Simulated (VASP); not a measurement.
# Hf4O3 (P-3m1) in VASP: further runs, part 2 of 2

VASP 6.6.1. Earlier steps stand in the parts before.

### Step 3. Single point, PBE

Input file INCAR:

```
ALGO = Normal
EDIFF = 1E-6
ENCUT = 520
GGA = PE
ISIF = 2
ISMEAR = 0
LASPH = True
LCHARG = True
LELF = True
LREAL = False
LVHAR = True
LWAVE = False
NBANDS = 38
NELM = 100
PREC = Accurate
SIGMA = 0.2
```

Input file KPOINTS:

```
k-points
0
Gamma
  6 6 2
```

Input file POSCAR:

```
Hf4O3
1.0
    3.1709978688      0.0000000000      0.0000000000
   -1.5854989344      2.7461647097      0.0000000000
    0.0000000000      0.0000000000     10.9884017691
Hf O
4 3
Direct
    0.3333333333      0.6666666667      0.6094259704
    0.6666666667      0.3333333333      0.3905740296
    0.6666666667      0.3333333333      0.8684427971
    0.3333333333      0.6666666667      0.1315572029
    0.0000000000      0.0000000000      0.7411525017
    0.0000000000      0.0000000000      0.2588474983
    0.0000000000      0.0000000000      0.0000000000
```

Potentials or basis: VASP PAW PBE potentials, release 64 (Hf_pv, O).

Started as:

```bash
cat potpaw_PBE.64/Hf_pv/POTCAR potpaw_PBE.64/O/POTCAR > POTCAR
mpirun -np 1 vasp_std > vasp.out
```

OUTCAR:

```text
EDIFF = 1E-6
   ENCUT = 520
   GGA = PE
   ISIF = 2
   ISMEAR = 0
   LASPH = True
   LREAL = False
   NELM = 100
   PREC = Accurate

 ion  position               nearest neighbor table
   1  0.333  0.667  0.609-   5 2.33   5 2.33   5 2.33   2 3.02   2 3.02   2 3.02   3 3.38   3 3.38
                             3 3.38
   2  0.667  0.333  0.391-   6 2.33   6 2.33   6 2.33   1 3.02   1 3.02   1 3.02   4 3.38   4 3.38
                             4 3.38
   3  0.667  0.333  0.868-   5 2.30   5 2.30   5 2.30   7 2.33   7 2.33   7 2.33   1 3.38   1 3.38
                             1 3.38   4 3.42   4 3.42   4 3.42
   4  0.333  0.667  0.132-   6 2.30   6 2.30   6 2.30   7 2.33   7 2.33   7 2.33   2 3.38   2 3.38
                             2 3.38   3 3.42   3 3.42   3 3.42
   5  0.000  0.000  0.741-   3 2.30   3 2.30   3 2.30   1 2.33   1 2.33   1 2.33
   6  0.000  0.000  0.259-   4 2.30   4 2.30   4 2.30   2 2.33   2 2.33   2 2.33
   7  0.000  0.000  0.000-   3 2.33   4 2.33   4 2.33   3 2.33   3 2.33   4 2.33

  LATTYP: Found a hexagonal cell.
 ALAT       =     3.1709978688
 C/A-ratio  =     3.4652819787

  Lattice vectors:

 A1 = (   3.1709978688,   0.0000000000,   0.0000000000)
 A2 = (  -1.5854989344,   2.7461647097,   0.0000000000)
 A3 = (   0.0000000000,   0.0000000000,  10.9884017691)

Analysis of symmetry for initial positions (statically):
=====================================================================
 Subroutine PRICEL returns:
 Original cell was already a primitive cell.

 Routine SETGRP: Setting up the symmetry group for a
 hexagonal supercell.

 Subroutine GETGRP returns: Found 12 space group operations
 (whereof 12 operations were pure point group operations)
 out of a pool of 24 trial point group operations.

The static configuration has the point symmetry D_3d.

Analysis of symmetry for dynamics (positions and initial velocities):
=====================================================================
 Subroutine PRICEL returns:
 Original cell was already a primitive cell.

 Routine SETGRP: Setting up the symmetry group for a
 hexagonal supercell.

 Subroutine GETGRP returns: Found 12 space group operations
 (whereof 12 operations were pure point group operations)
 out of a pool of 24 trial point group operations.

The dynamic configuration has the point symmetry D_3d.

 Subroutine INISYM returns: Found 12 space group operations
 (whereof 12 operations are pure point group operations),
 and found     1 'primitive' translations

----------------------------------------------------------------------------------------

                                     Primitive cell

  volume of cell :      95.6879

  direct lattice vectors                    reciprocal lattice vectors
     3.170997869  0.000000000  0.000000000     0.315358143  0.182072109  0.000000000
    -1.585498934  2.746164710  0.000000000     0.000000000  0.364144218  0.000000000
     0.000000000  0.000000000 10.988401769     0.000000000  0.000000000  0.091005045

  length of vectors
     3.170997869  3.170997869 10.988401769     0.364144218  0.364144218  0.091005045

  position of ions in fractional coordinates (direct lattice)
     0.333333333  0.666666667  0.609425970
     0.666666667  0.333333333  0.390574030
[... 52 lines left out ...]
  0.166667 -0.000000  0.500000      6.000000
  0.333333  0.000000  0.500000      6.000000
  0.500000  0.000000  0.500000      3.000000
  0.166667  0.166667  0.500000      6.000000
  0.333333  0.166667  0.500000     12.000000
  0.333333  0.333333  0.500000      2.000000
   k-points           NKPTS =     14   k-points in BZ     NKDIM =     14   number of bands    NBANDS=     38
   number of dos      NEDOS =    301   number of ions     NIONS =      7
   total plane-waves  NPLWV =  48384
   dimension x,y,z NGX =    24 NGY =   24 NGZ =   84
   dimension x,y,z NGXF=    48 NGYF=   48 NGZF=  168
   ions per type =               4   3
   NGX,Y,Z   is equivalent  to a cutoff of  12.58, 12.58, 12.71 a.u.
   NGXF,Y,Z  is equivalent  to a cutoff of  25.16, 25.16, 25.42 a.u.
 SYSTEM =  unknown system
   PREC   = accura    normal or accurate (medium, high low for compatibility)
   ISTART =      0    job   : 0-new  1-cont  2-samecut
   ICHARG =      2    charge: 1-file 2-atom 10-const
   ISPIN  =      1    spin polarized calculation?
   LNONCOLLINEAR =      F non collinear calculations
   LSORBIT =      F    spin-orbit coupling
   LASPH  =      T    aspherical Exc in radial PAW
   ENCUT  =  520.0 eV  38.22 Ry    6.18 a.u.   5.90  5.90 20.43*2*pi/ulx,y,z
   NELM   =    100;   NELMIN=  2; NELMDL= -5     # of ELM steps
   EDIFF  = 0.1E-05   stopping-criterion for ELM
   LREAL  =      F    real-space projection
   EDIFFG = 0.1E-04   stopping-criterion for IOM
   NSW    =      0    number of steps for IOM
   IBRION =     -1    ionic relax: 0-MD 1-quasi-New 2-CG
   NFREE  =      0    steps in history (QN), initial steepest desc. (CG)
   ISIF   =      2    stress and relaxation
   ISYM   =      2    0-nonsym 1-usesym 2-fastsym
   POTIM  = 0.5000    time-step for ionic-motion
   TEBEG  =    0.0;   TEEND  =   0.0 temperature during run
   PSTRESS=    0.0 pullay stress
   NELECT =      58.0000    total number of electrons
   NUPDOWN=      -1.0000    fix difference up-down
   EMIN   =  10.00;   EMAX   =-10.00  energy-range for DOS
   EFERMI =   0.00;   METHOD = LEGACY
   ISMEAR =     0;   SIGMA  =   0.20  broadening in eV -4-tet -1-fermi 0-gaus
   EFERMI_NEDOS =   21; number of points for ismear=-14 and -15
   IALGO  =     38    algorithm
   IMIX   =      4    mixing-type and parameters
     AMIX     =   0.40;   BMIX     =  1.00
     AMIX_MAG =   1.60;   BMIX_MAG =  1.00
  volume/ion in A,a.u.               =      13.67        92.25
  Fermi-wavevector in a.u.,A,eV,Ry     =   1.385474  2.618167 26.116914  1.919539
  Thomas-Fermi vector in A             =   2.509881
   LORBIT       =      0    0 simple, 1 ext, 2 COOP (PROOUT), +10 PAW based schemes
   GGA     = PE    functional components
   LHFCALC =     F    Hartree Fock is set to
   AEXX    =    0.0000 exact exchange contribution
   IVDW    =     0    specifies the selected vdW correction
   LEPSILON=     F    determine dielectric tensor
   LRPA    =     F    only Hartree local field effects (RPA)
 non-spin polarized calculation
 Gauss-broadening in eV      SIGMA  =   0.20
  energy-cutoff  :      520.00
  volume of cell :       95.69
 maximum number of plane-waves:      2600
 NGX is ok and might be reduce to    24
   NGX = 11   NGY = 11   NGZ = 41

 number of electron      57.9999995 magnetization

 Free energy of the ion-electron system (eV)
  ---------------------------------------------------
  ext. energy  EPLUGINS =         0.00000000
  ---------------------------------------------------
  free energy    TOTEN  =       -68.66275172 eV

  energy without entropy =      -68.63474137  energy(sigma->0) =      -68.64874655

 E-fermi :   7.2346     XC(G=0): -12.1366

 val. band max:        7.2228990544   @ k =   0.5000   0.0000   0.5000
 cond. band min:       7.4015434123   @ k =   0.1667  -0.0000   0.5000
 fundamental gap:      0.1786443579
 Fermi energy:         7.2346108033

 k-point     1 :       0.0000    0.0000    0.0000
  band No.  band energies     occupation
      1     -25.2629      2.00000
      2     -24.9616      2.00000
      3     -24.3928      2.00000
      4     -24.3928      2.00000
      5     -24.3775      2.00000
      6     -24.3775      2.00000
[... 563 lines left out ...]
     37      10.7698      0.00000
     38      10.8472      0.00000

------------------------ aborting loop because EDIFF is reached ----------------------------------------

  FORCE on cell =-STRESS in cart. coord.  units (eV):
  Direction    XX          YY          ZZ          XY          YZ          ZX
  --------------------------------------------------------------------------------------
  -------------------------------------------------------------------------------------
  Total       -1.2150805     -1.2150805     -1.4485760     -0.0000000      0.0000000      0.0000000
  in kB      -20.3450411    -20.3450411    -24.2546389     -0.0000000      0.0000000      0.0000000
  external PRESSURE =     -21.6482404 kB  Pullay stress =       0.0000000 kB

 VOLUME and BASIS-vectors are now :
 -----------------------------------------------------------------------------
  energy-cutoff  :      520.00
  volume of cell :       95.69
      direct lattice vectors                 reciprocal lattice vectors
     3.170997869  0.000000000  0.000000000     0.315358143  0.182072109  0.000000000
    -1.585498934  2.746164710  0.000000000     0.000000000  0.364144218  0.000000000
     0.000000000  0.000000000 10.988401769     0.000000000  0.000000000  0.091005045

 POSITION                                       TOTAL-FORCE (eV/Angst)
 -----------------------------------------------------------------------------------
     -0.00000      1.83078      6.69662         0.000000      0.000000      0.045574
      1.58550      0.91539      4.29178        -0.000000      0.000000     -0.045574
      1.58550      0.91539      9.54280        -0.000000      0.000000     -0.002755
     -0.00000      1.83078      1.44560         0.000000     -0.000000      0.002755
      0.00000      0.00000      8.14408         0.000000      0.000000     -0.002276
      0.00000      0.00000      2.84432        -0.000000      0.000000      0.002276
      0.00000      0.00000      0.00000        -0.000000      0.000000      0.000000
 -----------------------------------------------------------------------------------
    total drift:                               -0.000000      0.000000      0.000000

  FREE ENERGIE OF THE ION-ELECTRON SYSTEM (eV)
  ---------------------------------------------------
  free  energy   TOTEN  =       -68.6627517227 eV

  energy  without entropy=      -68.6347413733  energy(sigma->0) =      -68.64874655
```

It took 57 s on 1 thread of AMD EPYC 7R13 (Zen 3), shared host; peak memory 0.19 GiB.

What came out:

| Property | Result |
| --- | --- |
| Free energy | -68.6628 eV |
| Pressure | -2.2 GPa |
| Largest force | 0.046 eV/Å |

Forces in eV/Å, atoms in the order of the input:
```
Hf   0.000  0.000  0.046
Hf   0.000  0.000 -0.046
Hf   0.000  0.000 -0.003
Hf   0.000  0.000  0.003
O    0.000  0.000 -0.002
O    0.000  0.000  0.002
O    0.000  0.000  0.000
```

Stress tensor (GPa, compression positive):
```
-2.03  0.00  0.00
 0.00 -2.03  0.00
 0.00  0.00 -2.43
```

Caveat: the k points lie up to 0.38 Å⁻¹ apart; spin-orbit coupling is left out, which moves the levels of the heavy elements.
